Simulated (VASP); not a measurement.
Wanted: the native input for a VASP 6.6.1 run.

* Task: single point
* Functional: PBE
* Potentials or basis: VASP PAW PBE potentials, release 64 (Cd, O)
* Cutoff: 520 eV
* k mesh: 12 × 12 × 6
* Occupations: gaussian, width 0.1 eV
* Spin: collinear spin, ferromagnetic start
* Starting moments: [0.0, 0.5, 0.5, 0.5, 0.5, 0.5] μB
* Dipole correction: no
* Further INCAR settings: ALGO = Normal; EDIFF = 1e-06; NBANDS = 34

The structure of CdO5 lies in POSCAR:

```
CdO5
1.0
    4.3962022175      0.0000000000      0.0000000000
   -2.1981011088      3.8072228005      0.0000000000
    0.0000000000      0.0000000000      8.0468223700
Cd O
1 5
Direct
    0.0000000000      0.0000000000      0.0000000000
    0.0000000000      0.0000000000      0.5756218604
    0.0000000000      0.0000000000      0.4243781396
    0.5000000000      0.0000000000      0.0000000000
    0.0000000000      0.5000000000      0.0000000000
    0.5000000000      0.5000000000      0.0000000000
```

These files were run (other wordings do the same):

INCAR

```
PREC = Accurate
ENCUT = 520
EDIFF = 1E-6
ISMEAR = 0
SIGMA = 0.1
LREAL = F
LASPH = T
NELM = 150
ALGO = Normal
ISIF = 2
LWAVE = F
LCHARG = F
ISPIN = 2
MAGMOM = 0 0.5 0.5 0.5 0.5 0.5
LORBIT = 11
GGA = PE
NBANDS = 34
```

KPOINTS

```
regular mesh
0
Gamma
  12 12 6
```

Potentials or basis: VASP PAW PBE potentials, release 64 (Cd, O).

Launch:

```console
$ cat potpaw_PBE.64/Cd/POTCAR potpaw_PBE.64/O/POTCAR > POTCAR
$ mpirun -np 1 vasp_std > vasp.out
```

Results of the run:

```yaml
Pressure: 0.5 GPa
Largest_force: 1.251 eV/Å
Band_gap_on_the_k_mesh: zero (filled and empty bands overlap)
Net_moment: 0.00 μB per cell
Valence_electrons_inside_the_program's_atomic_spheres: Cd 10.20; O 4.91, 4.73
```

Caveat: the standard files for N, O and F lose accuracy on very short bonds; forces of over 1 eV/Å act on the atoms, so gaps and moduli don't describe the material at rest.

Wall time 10 min on 1 thread of Intel(R) Xeon(R) 6975P-C (Granite Rapids) (shared host), peak memory 0.64 GiB.
